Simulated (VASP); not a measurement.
# AlP (F-43m) in VASP: further runs

AlP is run at these levels: PBE; tasks: single point.

Everything below comes from runs of VASP 6.6.1. Logs are shortened: lines on timing, memory, paths and dates and some standing lists are left out, and cuts for length are marked.

**1. The cell of the first run**

Symmetry: F-43m, No. 216, cubic system. The conventional cell has a = 5.369 Å, b = 5.369 Å, c = 5.369 Å, α = 90.00°, β = 90.00°, γ = 90.00°. Within 3.1 Å of Al (site symmetry -43m) lie 4 P at 2.32 Å. Within 3.1 Å of P (site symmetry -43m) lie 4 Al at 2.32 Å.

**2. Single point, PBE (strain -2.0%)**

File INCAR:

```
SYSTEM = AlP
PREC = Accurate
ENCUT = 500
EDIFF = 1E-6
ISMEAR = -1
SIGMA = 0.02
LREAL = .False.
LASPH = .True.
NELM = 120
ALGO = Normal
ISIF = 2
LWAVE = .False.
LCHARG = .True.
GGA = PE
LELF = .True.
LVHAR = .True.
NBANDS = 11
GGA_COMPAT = .False.
```

File KPOINTS:

```
Automatic mesh
0
Gamma
  8 8 8
  0 0 0
```

File POSCAR:

```
AlP
1.0
    0.0000000000      2.6844720625      2.6844720625
    2.6844720625      0.0000000000      2.6844720625
    2.6844720625      2.6844720625      0.0000000000
Al P
1 1
Direct
    0.0000000000      0.0000000000      0.0000000000
    0.2500000000      0.2500000000      0.2500000000
```

Potentials or basis: VASP PAW PBE potentials, release 64 (Al, P).

Started as:

```bash
$ cat potpaw_PBE.64/Al/POTCAR potpaw_PBE.64/P/POTCAR > POTCAR
$ mpirun -np 1 vasp_std > vasp.out
```

OUTCAR:

```text
SYSTEM = AlP
   PREC = Accurate
   ENCUT = 500
   EDIFF = 1E-6
   ISMEAR = -1
   LREAL = .False.
   LASPH = .True.
   NELM = 120
   ISIF = 2
   GGA = PE

 ion  position               nearest neighbor table
   1  0.000  0.000  0.000-   2 2.32   2 2.32   2 2.32   2 2.32
   2  0.250  0.250  0.250-   1 2.32   1 2.32   1 2.32   1 2.32

  LATTYP: Found a face centered cubic cell.
 ALAT       =     5.3689441250

  Lattice vectors:

 A1 = (   0.0000000000,   2.6844720625,   2.6844720625)
 A2 = (   2.6844720625,   0.0000000000,   2.6844720625)
 A3 = (   2.6844720625,   2.6844720625,   0.0000000000)

Analysis of symmetry for initial positions (statically):
=====================================================================
 Subroutine PRICEL returns:
 Original cell was already a primitive cell.

 Routine SETGRP: Setting up the symmetry group for a
 face centered cubic supercell.

 Subroutine GETGRP returns: Found 24 space group operations
 (whereof 24 operations were pure point group operations)
 out of a pool of 48 trial point group operations.

The static configuration has the point symmetry T_d .

Analysis of symmetry for dynamics (positions and initial velocities):
=====================================================================
 Subroutine PRICEL returns:
 Original cell was already a primitive cell.

 Routine SETGRP: Setting up the symmetry group for a
 face centered cubic supercell.

 Subroutine GETGRP returns: Found 24 space group operations
 (whereof 24 operations were pure point group operations)
 out of a pool of 48 trial point group operations.

The dynamic configuration has the point symmetry T_d .

 Subroutine INISYM returns: Found 24 space group operations
 (whereof 24 operations are pure point group operations),
 and found     1 'primitive' translations

----------------------------------------------------------------------------------------

                                     Primitive cell

  volume of cell :      38.6907

  direct lattice vectors                    reciprocal lattice vectors
     0.000000000  2.684472062  2.684472062    -0.186256362  0.186256362  0.186256362
     2.684472062  0.000000000  2.684472062     0.186256362 -0.186256362  0.186256362
     2.684472062  2.684472062  0.000000000     0.186256362  0.186256362 -0.186256362

  length of vectors
     3.796416799  3.796416799  3.796416799     0.322605482  0.322605482  0.322605482

  position of ions in fractional coordinates (direct lattice)
     0.000000000  0.000000000  0.000000000
[... 80 lines left out ...]
   EDIFFG = 0.1E-04   stopping-criterion for IOM
   NSW    =      0    number of steps for IOM
   IBRION =     -1    ionic relax: 0-MD 1-quasi-New 2-CG
   NFREE  =      0    steps in history (QN), initial steepest desc. (CG)
   ISIF   =      2    stress and relaxation
   ISYM   =      2    0-nonsym 1-usesym 2-fastsym
   POTIM  = 0.5000    time-step for ionic-motion
   TEBEG  =    0.0;   TEEND  =   0.0 temperature during run
   PSTRESS=    0.0 pullay stress
   NELECT =       8.0000    total number of electrons
   NUPDOWN=      -1.0000    fix difference up-down
   EMIN   =  10.00;   EMAX   =-10.00  energy-range for DOS
   EFERMI =   0.00;   METHOD = LEGACY
   ISMEAR =    -1;   SIGMA  =   0.02  broadening in eV -4-tet -1-fermi 0-gaus
   EFERMI_NEDOS =   21; number of points for ismear=-14 and -15
   IALGO  =     38    algorithm
   IMIX   =      4    mixing-type and parameters
     AMIX     =   0.40;   BMIX     =  1.00
     AMIX_MAG =   1.60;   BMIX_MAG =  1.00
  volume/ion in A,a.u.               =      19.35       130.55
  Fermi-wavevector in a.u.,A,eV,Ry     =   0.968061  1.829370 12.750585  0.937142
  Thomas-Fermi vector in A             =   2.097999
   LORBIT       =      0    0 simple, 1 ext, 2 COOP (PROOUT), +10 PAW based schemes
   GGA     = PE    functional components
   LHFCALC =     F    Hartree Fock is set to
   AEXX    =    0.0000 exact exchange contribution
   IVDW    =     0    specifies the selected vdW correction
   LEPSILON=     F    determine dielectric tensor
   LRPA    =     F    only Hartree local field effects (RPA)
 non-spin polarized calculation
  energy-cutoff  :      500.00
  volume of cell :       38.69
 maximum number of plane-waves:       995
   NGX = 13   NGY = 13   NGZ = 13

 number of electron       7.9999999 magnetization

 Free energy of the ion-electron system (eV)
  ---------------------------------------------------
  ext. energy  EPLUGINS =         0.00000000
  ---------------------------------------------------
  free energy    TOTEN  =       -10.31167918 eV

  energy without entropy =      -10.31167918  energy(sigma->0) =      -10.31167918

 E-fermi :   5.4814     XC(G=0):  -9.4065

 val. band max:        5.0537542337   @ k =   0.0000   0.0000   0.0000
 cond. band min:       6.5279867614   @ k =   0.5000   0.5000   0.0000
 fundamental gap:      1.4742325277
 Fermi energy:         5.4814420507

 k-point     1 :       0.0000    0.0000    0.0000
  band No.  band energies     occupation
      1      -6.7490      2.00000
      2       5.0538      2.00000
      3       5.0538      2.00000
      4       5.0538      2.00000
      5       8.7966      0.00000
      6       9.6849      0.00000
      7       9.6849      0.00000
      8       9.6849      0.00000
      9      13.9443      0.00000
     10      13.9443      0.00000
     11      15.7065      0.00000
[... 309 lines left out ...]
 k-point    24 :      -0.3750    0.2500    0.1250
  band No.  band energies     occupation
      1      -4.6052      2.00000
      2      -0.3096      2.00000
      3       2.3428      2.00000
      4       3.4889      2.00000
      5       9.0476      0.00000
      6       9.6776      0.00000
      7      12.1103      0.00000
      8      12.9471      0.00000
      9      14.2967      0.00000
     10      16.7499      0.00000
     11      18.1617      0.00000

 [... further k-points ...]
[... 5 lines left out ...]
  --------------------------------------------------------------------------------------
  -------------------------------------------------------------------------------------
  Total        1.7635663      1.7635663      1.7635663     -0.0000000     -0.0000000      0.0000000
  in kB       73.0290609     73.0290609     73.0290609     -0.0000000     -0.0000000      0.0000000
  external PRESSURE =      73.0290609 kB  Pullay stress =       0.0000000 kB

 VOLUME and BASIS-vectors are now :
 -----------------------------------------------------------------------------
  energy-cutoff  :      500.00
  volume of cell :       38.69
      direct lattice vectors                 reciprocal lattice vectors
     0.000000000  2.684472062  2.684472062    -0.186256362  0.186256362  0.186256362
     2.684472062  0.000000000  2.684472062     0.186256362 -0.186256362  0.186256362
     2.684472062  2.684472062  0.000000000     0.186256362  0.186256362 -0.186256362

 POSITION                                       TOTAL-FORCE (eV/Angst)
 -----------------------------------------------------------------------------------
      0.00000      0.00000      0.00000         0.000000      0.000000      0.000000
      1.34224      1.34224      1.34224        -0.000000     -0.000000     -0.000000
 -----------------------------------------------------------------------------------
    total drift:                                0.000000      0.000000      0.000000

  FREE ENERGIE OF THE ION-ELECTRON SYSTEM (eV)
  ---------------------------------------------------
  free  energy   TOTEN  =       -10.3116791755 eV

  energy  without entropy=      -10.3116791755  energy(sigma->0) =      -10.31167918
```

OSZICAR:

```text
N       E                     dE             d eps       ncg     rms          rms(c)
DAV:   1     0.115405555750E+02    0.11541E+02   -0.30451E+03   638   0.537E+02
DAV:   2    -0.982808999211E+01   -0.21369E+02   -0.20124E+02   813   0.887E+01
DAV:   3    -0.106741569701E+02   -0.84607E+00   -0.84455E+00   800   0.174E+01
DAV:   4    -0.106815668311E+02   -0.74099E-02   -0.74095E-02   796   0.198E+00
DAV:   5    -0.106816935221E+02   -0.12669E-03   -0.12669E-03   808   0.239E-01    0.475E+00
DAV:   6    -0.103612217433E+02    0.32047E+00   -0.59606E-01   719   0.293E+00    0.306E+00
DAV:   7    -0.103112816412E+02    0.49940E-01   -0.23694E-01   777   0.200E+00    0.151E+00
DAV:   8    -0.103116251056E+02   -0.34346E-03   -0.15681E-02   761   0.621E-01    0.216E-01
DAV:   9    -0.103115408581E+02    0.84247E-04   -0.71296E-04   763   0.149E-01    0.824E-02
DAV:  10    -0.103116737597E+02   -0.13290E-03   -0.18787E-04   734   0.740E-02    0.858E-03
DAV:  11    -0.103116785912E+02   -0.48315E-05   -0.20775E-05   808   0.218E-02    0.133E-02
DAV:  12    -0.103116791755E+02   -0.58433E-06   -0.17570E-06   728   0.697E-03
   1 F= -.10311679E+02 E0= -.10311679E+02  d E =-.272659E-11
```

It took 21 s on 1 thread of Intel Xeon 8259CL, shared host; peak memory 0.15 GiB.

What came out:

```
Free energy            : -10.3117 eV
Pressure               : 7.3 GPa
Band gap on the k mesh : 1.47 eV, indirect (least direct gap 3.68 eV)
```

Caveat: the cell differs from its parent crystal (strain -2.0%). A k mesh can miss the band edges.

**3. Single point, PBE (strain -1.0%)**

File INCAR:

```
SYSTEM = AlP
  PREC = Accurate
  ENCUT = 500
  EDIFF = 1E-6
  ISMEAR = -1
  SIGMA = 0.02
  LREAL = .FALSE.
  LASPH = .TRUE.
  NELM = 120
  ALGO = Normal
  ISIF = 2
  LWAVE = .FALSE.
  LCHARG = .TRUE.
  GGA = PE
  LELF = .TRUE.
  LVHAR = .TRUE.
  NBANDS = 11
  GGA_COMPAT = .FALSE.
```

File KPOINTS:

```
regular mesh
0
G
  8 8 8
  0 0 0
```

File POSCAR:

```
AlP
1.0
    0.0000000000      2.7118646345      2.7118646345
    2.7118646345      0.0000000000      2.7118646345
    2.7118646345      2.7118646345      0.0000000000
Al P
1 1
Direct
    0.0000000000      0.0000000000      0.0000000000
    0.2500000000      0.2500000000      0.2500000000
```

Potentials or basis: VASP PAW PBE potentials, release 64 (Al, P).

Started as:

```bash
$ cat potpaw_PBE.64/Al/POTCAR potpaw_PBE.64/P/POTCAR > POTCAR
$ mpirun -np 1 vasp_std > vasp.out
```

Wall time 23 s (1 thread of Intel Xeon 8259CL, shared host); peak memory 0.15 GiB.

It converged, with:

```yaml
Free_energy: -10.3540 eV
Pressure: 4.1 GPa
Band_gap_on_the_k_mesh: 1.54 eV, indirect (least direct gap 3.48 eV)
```

Levels at points of the mesh, in eV from the valence-band top:
```csv
k point,band 1,band 2,band 3,band 4,band 5,band 6,band 7,band 8
"(0.00, 0.00, 0.00)",-11.62,0.00,0.00,0.00,3.48,4.59,4.59,4.59
"(0.50, 0.00, 0.00)",-9.89,-5.62,-0.77,-0.77,2.89,4.82,4.82,8.33
"(0.50, 0.50, 0.00)",-9.21,-5.38,-2.14,-2.14,1.54,2.46,11.25,11.25
```

Caveat: the cell differs from its parent crystal (strain -1.0%). A k mesh can miss the band edges.

**4. Single point, PBE (strain +1.0%)**

Edit INCAR of step 3 so:

```diff
@@ -12,6 +12,4 @@
   LWAVE = .FALSE.
-  LCHARG = .TRUE.
+  LCHARG = .FALSE.
   GGA = PE
-  LELF = .TRUE.
-  LVHAR = .TRUE.
   NBANDS = 11
```

File KPOINTS:

```
Automatic mesh
0
G
  8 8 8
  0 0 0
```

File POSCAR:

```
AlP
1.0
    0.0000000000      2.7666497787      2.7666497787
    2.7666497787      0.0000000000      2.7666497787
    2.7666497787      2.7666497787      0.0000000000
Al P
1 1
Direct
    0.0000000000      0.0000000000      0.0000000000
    0.2500000000      0.2500000000      0.2500000000
```

Started as:

```bash
$ cat potpaw_PBE.64/Al/POTCAR potpaw_PBE.64/P/POTCAR > POTCAR
$ mpirun -np 1 vasp_std > vasp.out
```

Run time: 7.6 s. Hardware: 1 thread of AMD EPYC 9R45 (Zen 5), shared host; peak memory 0.13 GiB.

The run converged. Its results:

- Free energy: -10.3744 eV
- Pressure: -1.2 GPa
- Band gap on the k mesh: 1.66 eV, indirect (least direct gap 2.97 eV)

Levels at points of the mesh, in eV from the valence-band top:
```tsv
k point	band 2	band 3	band 4	band 5	band 6	band 7
(0.00, 0.00, 0.00)	0.00	0.00	0.00	2.97	4.50	4.50
(0.50, 0.00, 0.00)	-5.35	-0.74	-0.74	2.67	4.81	4.81
(0.50, 0.50, 0.00)	-5.17	-2.02	-2.02	1.66	2.48	10.73
```

Caveat: the cell differs from its parent crystal (strain +1.0%).

**5. Single point, PBE (strain +2.0%)**

File INCAR:

```
SYSTEM = AlP
ALGO = Normal
EDIFF = 1E-6
ENCUT = 500
GGA = PE
GGA_COMPAT = .False.
ISIF = 2
ISMEAR = -1
LASPH = .True.
LCHARG = .False.
LREAL = .False.
LWAVE = .False.
NBANDS = 11
NELM = 120
PREC = Accurate
SIGMA = 0.02
```

File KPOINTS:

```
k-points
0
Gamma
  8 8 8
  0 0 0
```

File POSCAR:

```
AlP
1.0
    0.0000000000      2.7940423507      2.7940423507
    2.7940423507      0.0000000000      2.7940423507
    2.7940423507      2.7940423507      0.0000000000
Al P
1 1
Direct
    0.0000000000      0.0000000000      0.0000000000
    0.2500000000      0.2500000000      0.2500000000
```

Started as:

```bash
$ cat potpaw_PBE.64/Al/POTCAR potpaw_PBE.64/P/POTCAR > POTCAR
$ mpirun -np 1 vasp_std > vasp.out
```

Run time: 7.7 s. Hardware: 1 thread of AMD EPYC 9R45 (Zen 5), shared host; peak memory 0.13 GiB.

The run converged. Its results:

| Property | Result |
| --- | --- |
| Free energy | -10.3562 eV |
| Pressure | -3.4 GPa |
| Band gap on the k mesh | 1.71 eV, indirect (least direct gap 2.72 eV) |

Levels at points of the mesh, in eV from the valence-band top:
```
           k point  band 1  band 2  band 3  band 4  band 5  band 6  band 7  band 8  band 9
(0.00, 0.00, 0.00)  -11.12    0.00    0.00    0.00    2.72    4.46    4.46    4.46    8.75
(0.50, 0.00, 0.00)   -9.61   -5.23   -0.72   -0.72    2.55    4.79    4.79    8.07   11.27
(0.50, 0.50, 0.00)   -9.01   -5.08   -1.96   -1.96    1.71    2.48   10.48   10.48   11.31
```

Caveat: the cell differs from its parent crystal (strain +2.0%). A k mesh can miss the band edges.

**6. Summary**

```csv
cell,gap on the mesh (eV),pressure (GPa)
"a = 3.796 Å, angles 60.0°, 2 atoms",1.47,7.3
"a = 3.835 Å, angles 60.0°, 2 atoms",1.54,4.1
"a = 3.913 Å, angles 60.0°, 2 atoms",1.66,-1.2
"a = 3.951 Å, angles 60.0°, 2 atoms",1.71,-3.4
```

Alike in all rows: task single point; level PBE; potentials or basis VASP PAW PBE potentials, release 64 (Al, P); no spin polarisation; k mesh 8 × 8 × 8; cutoff (eV) 500; smearing fermi-dirac 0.02 eV.

Total energies depend on the potentials used, so only differences within one code and one set of settings carry meaning.
